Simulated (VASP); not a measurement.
Runs of VASP 6.6.1 on SiC. The structure is that of space group F-43m (No. 216), or close to it. The cells are those of the table. 

```csv
task,cell,cutoff (eV),gap on the mesh (eV),pressure (GPa)
relaxation of cell and atoms,"relaxed to -2 GPa from a = 3.081 Å, angles 60.0, 60.0, 90.0°, 2 atoms",600,1.24,-2.0
single point,"a = 3.038 Å, angles 60.0, 60.0, 90.0°, 2 atoms",520,(b),(a)
single point,"a = 3.019 Å, angles 60.0, 60.0, 90.0°, 2 atoms",520,1.18,15.4
single point,"a = 3.063 Å, angles 60.0, 60.0, 90.0°, 2 atoms",520,1.22,4.4
relaxation of cell and atoms,"relaxed to 4 GPa from a = 3.081 Å, angles 60.0, 60.0, 90.0°, 2 atoms",600,1.22,4.0
```

Alike in all rows: level PBEsol; potentials or basis VASP PAW PBE potentials, release 64 (Si, C); no spin polarisation; k mesh 10 × 10 × 10; smearing gaussian 0.01 eV.

Task: Estimate the missing entries.

Result: (a) 10.4; (b) 1.19.

Caveats: the PAW data sets were made with another functional, which shifts forces and pressure a little; the cell is relaxed towards a set pressure, so the enthalpy falls and the energy may rise (some runs).

A k mesh can miss the band edges.
